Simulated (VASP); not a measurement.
## Na17H15 (a cell with a defect): single point with PBE

The system is Na17H15 (a cell with a defect).

```xyz
32
Lattice="-4.8309 4.8309 4.8309 4.8309 -4.8309 4.8309 4.8309 4.8309 -4.8309" Properties=species:S:1:pos:R:3 pbc="T T T"
Na   -0.3016    0.0000    4.8309
Na    4.8309    2.4155    2.4155
Na    0.3016    4.8309    0.0000
Na   -2.4155    2.4155    4.8309
Na    0.0000    2.4155    2.4155
Na    2.4155    4.8309    2.4155
Na    2.4155    2.7170    4.8309
Na    0.0000    0.0000    0.0000
Na   -2.4155    4.8309    2.7170
Na    4.8309    2.4155   -2.4155
Na    4.8309    0.0000    0.0000
Na    2.4155   -2.7170    4.8309
Na    4.8309   -2.4155    2.4155
Na    2.4155    4.8309   -2.4155
Na    2.4155    2.4155    0.0000
Na    2.4155    0.0000    2.1139
Na    2.4155    0.0000    4.8309
H    -2.4155    2.3701    2.4608
H     2.4155    4.8309    0.0000
H    -0.0454    2.4608    4.8309
H     2.4155    2.4608    2.3701
H    -0.0454    0.0000    7.2917
H     0.0454    7.2917    0.0000
H     2.4155    0.0000    0.0000
H     0.0454    4.8309    2.4608
H     2.4155   -2.4608    2.3701
H     7.2464    0.0000    0.0000
H     0.0454    2.3701    0.0000
H     2.4155    2.4608   -2.3701
H    -0.0454    0.0000    2.3701
H     4.7855    2.3701    0.0000
H     4.8763    0.0000    2.3701
```

| Property | Result |
| --- | --- |
| Program | VASP 6.6.1 |
| Task | single point |
| Functional | PBE |
| Potentials or basis | VASP PAW PBE potentials, release 64 (Na_pv, H) |
| Cutoff | 520 eV |
| k mesh | 2 × 2 × 2, shifted |
| Occupations | gaussian, width 0.01 eV |
| Spin | no spin polarisation |
| Dipole correction | no |
| Further INCAR settings | LREAL = Auto; ALGO = Normal; EDIFF = 1e-06; NBANDS = 89 |

| Item | Value |
| --- | --- |
| Pressure | 2.4 GPa |
| Largest force | 0.021 eV/Å |
| Band gap on the k mesh | 1.78 eV |

Forces on the atoms (eV/Å):
```
Na   0.018  0.000  0.000
Na   0.000  0.000  0.000
Na  -0.018  0.000  0.000
Na   0.000  0.000  0.000
Na   0.000  0.000  0.000
Na   0.000  0.000  0.000
Na   0.000 -0.018  0.000
Na   0.000  0.000  0.000
Na   0.000  0.000 -0.018
Na   0.000  0.000  0.000
Na   0.000  0.000  0.000
Na   0.000  0.018  0.000
Na   0.000  0.000  0.000
Na   0.000  0.000  0.000
Na   0.000  0.000  0.000
Na   0.000  0.000  0.018
Na   0.000  0.000  0.000
H    0.000 -0.015  0.015
H    0.000  0.000  0.000
H   -0.015  0.015  0.000
H    0.000  0.015 -0.015
H   -0.015  0.000  0.015
H    0.015  0.015  0.000
H    0.000  0.000  0.000
H    0.015  0.000  0.015
H    0.000 -0.015 -0.015
H    0.000  0.000  0.000
H    0.015 -0.015  0.000
H    0.000  0.015  0.015
H   -0.015  0.000 -0.015
H   -0.015 -0.015  0.000
H    0.015  0.000 -0.015
```

Levels at points of the mesh, in eV from the valence-band top:
```tsv
k point	band 63	band 64	band 65	band 66	band 67	band 68	band 69	band 70	band 71	band 72
(0.25, 0.25, 0.25)	-3.12	-3.05	-3.05	-3.05	-0.09	2.13	2.13	2.13	2.45	2.45
```

It took 2.7 min on 1 thread of Intel(R) Xeon(R) Platinum 8259CL CPU @ 2.50GHz (Skylake/Cascade Lake), with other jobs on the host, peak memory 0.56 GiB.
